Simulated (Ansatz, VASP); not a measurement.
**Hg in VASP and in Ansatz**

INCAR

```
ALGO = Normal
EDIFF = 1E-7
EDIFFG = -0.01
ENCUT = 500
GGA = RE
GGA_COMPAT = F
IBRION = 2
ISIF = 3
ISMEAR = -1
LASPH = T
LCHARG = F
LREAL = F
LWAVE = F
NELM = 120
NELMIN = 4
NSW = 80
PREC = Accurate
SIGMA = 0.1
```

File KPOINTS:

```
k-points
0
Gamma
  12 12 12
```

The input POSCAR:

```
Hg
1.0
   -1.7934065524      1.7934065524      1.7934065524
    1.7934065524     -1.7934065524      1.7934065524
    1.7934065524      1.7934065524     -1.7934065524
Hg
1
Direct
    0.0000000000      0.0000000000      0.0000000000
```

Input for Ansatz:

```yaml
crystal:
  lattice:
    - [-1.7934065524, 1.7934065524, 1.7934065524]
    - [1.7934065524, -1.7934065524, 1.7934065524]
    - [1.7934065524, 1.7934065524, -1.7934065524]
  atoms:
    - { symbol: Hg, position: [0.0, 0.0, 0.0] }
hamiltonian:
  xc: revpbe
  pseudopotentials:
    kind: paw
    azcp:
      Hg: "pseudopotentials/Hg.paw.azcp"
basis:
  ecutwfc: 420
  fft_grid_basis: typed
kpoints:
  mp_grid: { grid: [12, 12, 12], shift: [0, 0, 0] }
magnetization:
  spin_polarized: false
scf:
  occupations: { method: fermi_dirac, width: 0.1 }
relax:
  max_steps: 60
  f_tol: 0.01
  cell: {}
output:
  write_density: true
  write_potential: true
  elf: true
  volumetric_format: npy
```

Alike in both runs: task relaxation of cell and atoms; functional revPBE; k mesh 12 × 12 × 12; occupations fermi-dirac, width 0.1 eV; no spin polarisation.

|  | VASP | Ansatz |
| --- | --- | --- |
| version | VASP 6.6.1 | Ansatz 0.2.0 |
| potentials or method | VASP PAW PBE potentials, release 64 (Hg_sv_GW), cutoff 500 eV | plane waves (420 eV) with PAW, scalar-relativistic |
| valence electrons in the cell | 20 | 20 |

VASP gave:

| Item | Value |
| --- | --- |
| relaxed volume (Å³/atom) | 27.53 |
| relaxed cell length with the largest relative difference (Å) | 3.295 |

**Question.** Estimate Ansatz's values.

**Answer.** Relaxed volume (Å³/atom): 110.17; relaxed cell length with the largest relative difference (Å): 5.231.

VASP's potentials were made for PBE, not for revPBE. One of these differences is far larger than is usual between the two programs; its cause wasn't traced.

Neither program's run includes spin-orbit coupling. Noted on VASP's run: the volume moved by over 15 % at a fixed basis, so the end points are rough.
